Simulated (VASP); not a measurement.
A run of VASP 6.6.1 is set up as follows.

File POSCAR:

```
Rh
1.0
    0.0000000000      1.9015500000      1.9015500000
    1.9015500000      0.0000000000      1.9015500000
    1.9015500000      1.9015500000      0.0000000000
Rh
1
Direct
    0.0000000000      0.0000000000      0.0000000000
```

INCAR.step1

```
SYSTEM = Rh
PREC = Accurate
ENCUT = 600
ISMEAR = 0
SIGMA = 0.1
LREAL = .False.
LASPH = .True.
NELM = 80
GGA = PE
ALGO = Normal
EDIFF = 1E-4
LWAVE = .True.
LCHARG = .False.
```

Contents of INCAR.step2:

```
SYSTEM = Rh
PREC = Accurate
ENCUT = 600
EDIFF = 1E-6
ISMEAR = 0
SIGMA = 0.1
LREAL = .False.
LASPH = .True.
NELM = 80
ALGO = Normal
ISIF = 3
LWAVE = .False.
LCHARG = .False.
METAGGA = R2SCAN
LMIXTAU = .True.
IBRION = 2
NSW = 100
EDIFFG = -0.005
ISTART = 1
```

File KPOINTS:

```
Automatic mesh
0
Gamma
  18 18 18
  0 0 0
```

Potentials or basis: VASP PAW PBE potentials, release 64 (Rh_pv).

The run is started by

```bash
$ cat potpaw_PBE.64/Rh_pv/POTCAR > POTCAR
$ cp INCAR.step1 INCAR
$ mpirun -np 1 vasp_std > vasp.out
$ cp INCAR.step2 INCAR
$ mpirun -np 1 vasp_std > vasp.out
```

Question: What does it give for the relaxed volume?

Answer: 13.77 Å³/atom.

Question: What does it give for the space group after relaxing (to 0.1 Å)?

Answer: Fm-3m (No. 225).

Question: Estimate the relaxed cell.

Answer: a = 2.691 Å, b = 2.691 Å, c = 2.691 Å, α = 60.00°, β = 60.00°, γ = 60.00°.

Final structure:
```
Rh
1.0
     0.00000    1.90250    1.90250
     1.90250    0.00000    1.90250
     1.90250    1.90250    0.00000
Rh
1
Direct
  0.00000 0.00000 0.00000
```

Caveat: the PAW data sets were made with another functional, which shifts forces and pressure a little.
